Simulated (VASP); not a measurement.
The system is NaH.

```xyz
4
Lattice="3.3192 0.0000 0.0000 -1.6596 2.8745 0.0000 0.0000 0.0000 5.8310" Properties=species:S:1:pos:R:3 pbc="T T T"
Na    0.0000    0.0000    0.0000
Na    0.0000    0.0000    2.9155
H     0.0000    1.9163    1.4577
H     1.6596    0.9582    4.3732
```

Base run:

* Program: VASP 6.6.1
* Functional: r2SCAN
* Potentials or basis: VASP PAW PBE potentials, release 64 (Na_pv, H)
* Cutoff: 520 eV
* k mesh: 12 × 12 × 4
* Occupations: gaussian, width 0.01 eV
* Spin: no spin polarisation

Its results: band gap on the k mesh 4.02 eV (least direct gap 5.07 eV); pressure -0.2 GPa.

Question: The run is repeated on the same cell with these changes: functional from r2SCAN to PBE; further incar settings from ALGO = Normal; EDIFF = 1e-06; NBANDS = 16 to ALGO = Normal; EDIFF = 1e-07; NBANDS = 16. What comes out?

Answer: Band gap on the k mesh 3.40 eV (least direct gap 4.51 eV); pressure 0.6 GPa.

Caveats: the PAW data sets were made with another functional, which shifts forces and pressure a little (at least some runs).

A k mesh can miss the band edges.
